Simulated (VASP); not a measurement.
# NaF (I4/mmm) in VASP: notebook, part 2 of 2

VASP 6.6.1. The steps go on from the part before.

## Step 4: Single point, LDA (strain -0.050 along x and y, +0.025 along z)

INCAR

```
PREC = Accurate
ENCUT = 520
EDIFF = 1E-6
ISMEAR = 0
SIGMA = 0.05
LREAL = False
LASPH = True
NELM = 80
ALGO = Normal
ISIF = 2
LWAVE = False
LCHARG = False
GGA = CA
NBANDS = 14
```

KPOINTS

```
regular mesh
0
Gamma
  8 8 8
```

POSCAR

```
NaF
1.0
    0.0000000000      2.2071350000      2.3813825000
    2.2071350000      0.0000000000      2.3813825000
    2.2071350000      2.2071350000      0.0000000000
Na F
1 1
Direct
    0.0000000000      0.0000000000      0.0000000000
    0.5000000000      0.5000000000      0.5000000000
```

Launch:

```sh
cat potpaw_LDA.64/Na_pv/POTCAR potpaw_LDA.64/F/POTCAR > POTCAR
mpirun -np 1 vasp_std > vasp.out
```

Wall time 17 s (1 thread of AMD EPYC 7R43 (Zen 3), shared host); peak memory 0.09 GiB.

The run converged. Its results:

```
Free energy            : -9.3058 eV
Pressure               : -0.2 GPa
Band gap on the k mesh : 6.32 eV, direct
```

Stress tensor (GPa, compression positive):
```
 2.13  0.00  0.00
 0.00  2.13  0.00
 0.00  0.00 -4.76
```

Levels at points of the mesh, in eV from the valence-band top:
```
           k point  band 3  band 4  band 5  band 6  band 7  band 8  band 9  band 10  band 11  band 12
(0.00, 0.00, 0.00)  -18.55  -18.55   -0.02    0.00    0.00    6.32   18.67    19.27    19.27    22.04
(0.50, 0.00, 0.00)  -18.55  -17.60   -1.83   -0.36   -0.28   10.79   12.66    19.76    21.21    22.70
(0.50, 0.50, 0.00)  -18.60  -18.60   -1.54   -0.36   -0.36   12.64   13.57    13.81    20.86    20.86
(0.50, 0.00, 0.50)  -18.63  -18.56   -1.39   -0.56   -0.45   12.85   13.67    14.02    19.55    20.36
```

Caveat: the cell differs from its parent crystal (strain -0.050 along x and y, +0.025 along z).

## Step 5: Single point, LDA (strain -0.025 along x and y, -0.050 along z)

INCAR

```
PREC     = Accurate       # precision mode
ENCUT    = 520            # plane-wave cutoff, eV
EDIFF    = 1E-6           # SCF threshold, eV
ISMEAR   = 0              # smearing method
SIGMA    = 0.05           # smearing width, eV
LREAL    = F              # projectors in reciprocal space
LASPH    = T              # aspherical terms in the spheres
NELM     = 100            # most SCF steps
ALGO     = Normal         # electronic algorithm
ISIF     = 2              # what is computed and relaxed
LWAVE    = F              # write WAVECAR
LCHARG   = F              # write CHGCAR
GGA      = CA             # functional
NBANDS   = 14             # bands
```

KPOINTS

```
Automatic mesh
0
Gamma
  8 8 8
```

POSCAR

```
NaF
1.0
    0.0000000000      2.2652175000      2.2071350000
    2.2652175000      0.0000000000      2.2071350000
    2.2652175000      2.2652175000      0.0000000000
Na F
1 1
Direct
    0.0000000000      0.0000000000      0.0000000000
    0.5000000000      0.5000000000      0.5000000000
```

Launch:

```sh
cat potpaw_LDA.64/Na_pv/POTCAR potpaw_LDA.64/F/POTCAR > POTCAR
mpirun -np 1 vasp_std > vasp.out
```

It took 22 s on 1 thread of AMD EPYC 7R43 (Zen 3), shared host; peak memory 0.09 GiB.

It converged, with:

| Property | Result |
| --- | --- |
| Free energy | -9.3282 eV |
| Pressure | 0.6 GPa |
| Band gap on the k mesh | 6.47 eV, direct |

Stress tensor (GPa, compression positive):
```
-0.49  0.00  0.00
 0.00 -0.49  0.00
 0.00  0.00  2.70
```

Levels at points of the mesh, in eV from the valence-band top:
| k point | band 4 | band 5 | band 6 | band 7 | band 8 | band 9 | band 10 | band 11 |
| --- | --- | --- | --- | --- | --- | --- | --- | --- |
| (0.00, 0.00, 0.00) | -18.50 | -0.01 | -0.01 | 0.00 | 6.47 | 19.12 | 19.12 | 19.32 |
| (0.50, 0.00, 0.00) | -17.58 | -1.89 | -0.34 | -0.31 | 10.96 | 12.89 | 20.42 | 20.95 |
| (0.50, 0.50, 0.00) | -18.58 | -1.44 | -0.51 | -0.51 | 12.95 | 13.77 | 14.24 | 20.34 |
| (0.50, 0.00, 0.50) | -18.57 | -1.50 | -0.47 | -0.44 | 13.22 | 13.41 | 14.15 | 20.52 |

Caveat: the cell differs from its parent crystal (strain -0.025 along x and y, -0.050 along z).

## Step 6: Single point, LDA (strain -0.025 along x and y, +0.000 along z)

INCAR

```
PREC     = Accurate       # precision mode
ENCUT    = 520            # plane-wave cutoff, eV
EDIFF    = 1E-7           # SCF threshold, eV
ISMEAR   = 0              # smearing method
SIGMA    = 0.05           # smearing width, eV
LREAL    = False          # projectors in reciprocal space
LASPH    = True           # aspherical terms in the spheres
NELM     = 60             # most SCF steps
ALGO     = Normal         # electronic algorithm
ISIF     = 2              # what is computed and relaxed
LWAVE    = False          # write WAVECAR
LCHARG   = False          # write CHGCAR
GGA      = CA             # functional
NBANDS   = 14             # bands
```

KPOINTS is that of step 5.

POSCAR

```
NaF
1.0
    0.0000000000      2.2652175000      2.3233000000
    2.2652175000      0.0000000000      2.3233000000
    2.2652175000      2.2652175000      0.0000000000
Na F
1 1
Direct
    0.0000000000      0.0000000000      0.0000000000
    0.5000000000      0.5000000000      0.5000000000
```

Potentials or basis: VASP PAW LDA potentials, release 64 (Na_pv, F).

Launch:

```sh
cat potpaw_LDA.64/Na_pv/POTCAR potpaw_LDA.64/F/POTCAR > POTCAR
mpirun -np 1 vasp_std > vasp.out
```

Wall time 32 s (1 thread of AMD EPYC 7R43 (Zen 3), shared host); peak memory 0.1 GiB.

Results (log left out):

* Free energy: -9.3234 eV
* Pressure: -2.4 GPa
* Band gap on the k mesh: 6.18 eV, direct

Stress tensor (GPa, compression positive):
```
-1.68  0.00  0.00
 0.00 -1.68  0.00
 0.00  0.00 -3.79
```

Levels at points of the mesh, in eV from the valence-band top:
```
           k point  band 5  band 6  band 7  band 8  band 9  band 10
(0.00, 0.00, 0.00)    0.00    0.00    0.00    6.18   18.70    18.90
(0.50, 0.00, 0.00)   -1.76   -0.30   -0.28   10.64   12.45    19.89
(0.50, 0.50, 0.00)   -1.43   -0.41   -0.41   12.87   13.14    13.60
(0.50, 0.00, 0.50)   -1.38   -0.48   -0.44   12.90   13.21    13.69
```

Caveat: the cell differs from its parent crystal (strain -0.025 along x and y, +0.000 along z).

## Step 7: Single point, LDA (strain -0.025 along x and y, +0.050 along z)

INCAR

```
PREC = Accurate
ENCUT = 520
EDIFF = 1E-6
ISMEAR = 0
SIGMA = 0.05
LREAL = False
LASPH = True
NELM = 60
ALGO = Normal
ISIF = 2
LWAVE = False
LCHARG = False
NBANDS = 14
```

KPOINTS

```
regular mesh
0
Gamma
  8 8 8
```

POSCAR

```
NaF
1.0
    0.0000000000      2.2652175000      2.4394650000
    2.2652175000      0.0000000000      2.4394650000
    2.2652175000      2.2652175000      0.0000000000
Na F
1 1
Direct
    0.0000000000      0.0000000000      0.0000000000
    0.5000000000      0.5000000000      0.5000000000
```

Launch:

```sh
cat potpaw_LDA.64/Na_pv/POTCAR potpaw_LDA.64/F/POTCAR > POTCAR
mpirun -np 1 vasp_std > vasp.out
```

Run time: 30 s. Hardware: 1 thread of AMD EPYC 7R43 (Zen 3), shared host; peak memory 0.1 GiB.

It converged, with:

- Free energy: -9.2843 eV
- Pressure: -4.0 GPa
- Band gap on the k mesh: 5.91 eV, direct

Stress tensor (GPa, compression positive):
```
-2.65  0.00  0.00
 0.00 -2.65  0.00
 0.00  0.00 -6.82
```

Levels at points of the mesh, in eV from the valence-band top:
| k point | band 5 | band 6 | band 7 | band 8 | band 9 | band 10 |
| --- | --- | --- | --- | --- | --- | --- |
| (0.00, 0.00, 0.00) | 0.00 | 0.00 | 0.00 | 5.91 | 18.18 | 18.73 |
| (0.50, 0.00, 0.00) | -1.65 | -0.30 | -0.24 | 10.34 | 12.03 | 18.99 |
| (0.50, 0.50, 0.00) | -1.39 | -0.33 | -0.33 | 12.06 | 13.03 | 13.31 |
| (0.50, 0.00, 0.50) | -1.28 | -0.52 | -0.39 | 12.63 | 13.03 | 13.28 |

Caveat: the cell differs from its parent crystal (strain -0.025 along x and y, +0.050 along z).

## Step 8: Summary

| cell | gap on the mesh (eV) | pressure (GPa) |
| --- | --- | --- |
| a = 3.163, b = 3.163, c = 3.121 Å, angles 60.4, 60.4, 59.1°, 2 atoms | 6.63 | 2.4 |
| a = 3.205, b = 3.205, c = 3.121 Å, angles 60.9, 60.9, 58.3°, 2 atoms | 6.47 | 0.9 |
| a = 3.247, b = 3.247, c = 3.121 Å, angles 61.3, 61.3, 57.5°, 2 atoms | 6.32 | -0.2 |
| a = 3.163, b = 3.163, c = 3.204 Å, angles 59.6, 59.6, 60.9°, 2 atoms | 6.47 | 0.6 |
| a = 3.245, b = 3.245, c = 3.204 Å, angles 60.4, 60.4, 59.2°, 2 atoms | 6.18 | -2.4 |
| a = 3.329, b = 3.329, c = 3.204 Å, angles 61.2, 61.2, 57.5°, 2 atoms | 5.91 | -4.0 |

Alike in all rows: task single point; level LDA; potentials or basis VASP PAW LDA potentials, release 64 (Na_pv, F); no spin polarisation; k mesh 8 × 8 × 8; cutoff (eV) 520; smearing gaussian 0.05 eV.

Absolute energies hang on the potentials; compare differences alone.
